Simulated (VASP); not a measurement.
BP: single point with PBE

BP:

```
CELL_PARAMETERS angstrom
0.00000 2.27654 2.27654
2.27654 0.00000 2.27654
2.27654 2.27654 0.00000
ATOMIC_POSITIONS crystal
B 0.00000 0.00000 0.00000
P 0.75000 0.75000 0.75000
```

This cell differs from its parent crystal: volume scaled by 1.01.

```json
{
 "Program": "VASP 6.6.1",
 "Task": "single point",
 "Functional": "PBE",
 "Potentials or basis": "VASP PAW PBE potentials, release 64 (B, P)",
 "Cutoff": "520 eV",
 "k mesh": "15 × 15 × 15",
 "Occupations": "fermi-dirac, width 0.05 eV",
 "Spin": "no spin polarisation"
}
```

```
Pressure               : -0.7 GPa
Band gap on the k mesh : 1.25 eV, indirect (least direct gap 3.39 eV)
```

Levels at points of the mesh, in eV from the valence-band top:
```
           k point  band 1  band 2  band 3  band 4  band 5  band 6  band 7  band 8  band 9
(0.00, 0.00, 0.00)  -15.37    0.00    0.00    0.00    3.39    3.39    3.39    7.22   11.45
```

Run time: 14 s on 1 thread of Intel(R) Xeon(R) Platinum 8375C CPU @ 2.90GHz (Ice Lake) (shared host), peak memory 0.15 GiB.

 A k mesh can miss the band edges.
